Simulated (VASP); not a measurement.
Write the native input for VASP 6.6.1 that does the following.

| Item | Value |
| --- | --- |
| Task | single point |
| Functional | PBEsol |
| Potentials or basis | VASP PAW PBE potentials, release 64 (Ca_sv) |
| Cutoff | 520 eV |
| k mesh | 16 × 16 × 16 |
| Occupations | gaussian, width 0.15 eV |
| Spin | no spin polarisation |
| Dipole correction | no |
| Further INCAR settings | ALGO = Fast; EDIFF = 1e-07; NBANDS = 11 |

The structure of Ca lies in POSCAR:

```
Ca
1.0
   -2.4192000000      2.4192000000      2.3296000000
    2.4192000000     -2.4192000000      2.3296000000
    2.4192000000      2.4192000000     -2.3296000000
Ca
1
Direct
    0.0000000000      0.0000000000      0.0000000000
```

This cell differs from its parent crystal: strain +0.080 along x and y, +0.040 along z.

The input as run:

INCAR

```
SYSTEM = Ca
ALGO = Fast
EDIFF = 1E-7
ENCUT = 520
GGA = PS
ISIF = 2
ISMEAR = 0
LASPH = .True.
LCHARG = .False.
LREAL = .False.
LWAVE = .False.
NBANDS = 11
NELM = 100
PREC = Accurate
SIGMA = 0.15
```

KPOINTS

```
k-points
0
Gamma
  16 16 16
  0 0 0
```

Potentials or basis: VASP PAW PBE potentials, release 64 (Ca_sv).

Launch:

```bash
$ cat potpaw_PBE.64/Ca_sv/POTCAR > POTCAR
$ mpirun -np 1 vasp_std > vasp.out
```

It gave:

The pressure is -3.2 GPa and the band gap on the k mesh is zero (band 5 reaches 1.34 eV, above the bottom of band 6 at 0.81 eV).

Caveat: the cell differs from its parent crystal (strain +0.080 along x and y, +0.040 along z); the PAW data sets were made with another functional, which shifts forces and pressure a little.

Wall time 4.5 min on 1 thread of AMD EPYC 7R13 Processor (Zen 3) (shared host), peak memory 0.3 GiB.
